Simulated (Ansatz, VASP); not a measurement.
# BN: VASP beside Ansatz

```
B N
1.0
     4.88009    0.00000    0.00000
     0.00000    2.59146    0.00000
     0.00000    0.00000    4.29205
B N
4 4
Direct
  0.65959 0.75000 0.09290
  0.84041 0.25000 0.59290
  0.15959 0.75000 0.40710
  0.34041 0.25000 0.90710
  0.82113 0.75000 0.39351
  0.17887 0.25000 0.60649
  0.67887 0.25000 0.89351
  0.32113 0.75000 0.10649
```

Alike in both runs: task single point; functional r2SCAN; k mesh 4 × 7 × 5; no spin polarisation.

|  | VASP | Ansatz |
| --- | --- | --- |
| version | VASP 6.6.1 | Ansatz 0.2.0 |
| potentials or method | VASP PAW PBE potentials, release 64 (B, N), cutoff 520 eV | plane waves, PAW |
| occupations | gaussian, width 0.01 eV | fixed |
| valence electrons in the cell | 32 | 32 |

|  | VASP | Ansatz | Ansatz less VASP |
| --- | --- | --- | --- |
| gap on the k mesh at the Fermi level (eV) | 6.27 | 6.27 | +0.001 |

VASP's potentials were made for PBE, not for r2SCAN.
